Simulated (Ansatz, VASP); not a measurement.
**Two plane-wave programs on InSbO**

File INCAR:

```
ALGO = Normal
EDIFF = 1E-7
ENCUT = 520
GGA = PE
ISIF = 2
ISMEAR = 0
LASPH = T
LCHARG = F
LREAL = F
LWAVE = F
NBANDS = 19
NELM = 60
PREC = Accurate
SIGMA = 0.1
```

The input KPOINTS:

```
k-points
0
Gamma
  6 6 4
```

The input POSCAR:

```
InSbO
1.0
    4.3616721800      0.0000000000      0.0000000000
   -2.1808360900      3.7773189100      0.0000000000
    0.0000000000      0.0000000000      4.8083240400
In Sb O
1 1 1
Direct
    0.0000000000      0.0000000000      0.5000000000
    0.3333333300      0.6666666700      0.5000000000
    0.6666666700      0.3333333300      0.0000000000
```

Input for Ansatz:

```yaml
crystal:
  lattice:
    - [4.36167218, 0.0, 0.0]
    - [-2.18083609, 3.77731891, 0.0]
    - [0.0, 0.0, 4.80832404]
  atoms:
    - { symbol: In, position: [0.0, 0.0, 0.5] }
    - { symbol: Sb, position: [0.33333333, 0.66666667, 0.5] }
    - { symbol: O, position: [0.66666667, 0.33333333, 0.0] }
basis:
  ecutwfc: 420
kpoints:
  mp_grid: { grid: [6, 6, 4] }
hamiltonian:
  xc: pbe
scf:
  occupations: { method: gaussian, width: 0.1 }
  lower_state_search: "off"
output:
  forces: true
  stress: true
  eigenvalues: true
```

Change from the starting cell: species swapped into the BaAlSn type (P-6m2, No. 187).

Alike in both runs: task single point; functional PBE; k mesh 6 × 6 × 4; occupations gaussian, width 0.1 eV; no spin polarisation.

|  | VASP | Ansatz |
| --- | --- | --- |
| version | VASP 6.6.1 | Ansatz 0.2.0 |
| potentials or method | VASP PAW PBE potentials, release 64 (In_d, Sb, O), cutoff 520 eV | scalar-relativistic, plane waves, PAW |
| valence electrons in the cell | 24 | 34 |

Ansatz gave:

- gap on the k mesh at the Fermi level (eV): none
- pressure (GPa): 6.9
- traceless stress, the component that is largest in VASP (GPa): -18.06

Problem. What did VASP give for the same quantities?

Solution. gap on the k mesh at the Fermi level (eV): none; pressure (GPa): 6.7; traceless stress, the component that is largest in VASP (GPa): -17.92.

A gap of «none» marks a metal or a gap that the smearing closes. The functional is the same, so the differences come from potentials, cutoffs and numerics. VASP's potentials hold 24 valence electrons a cell and Ansatz's 34, so a difference there can come from the potentials and not from the codes.

Neither program's run includes spin-orbit coupling.
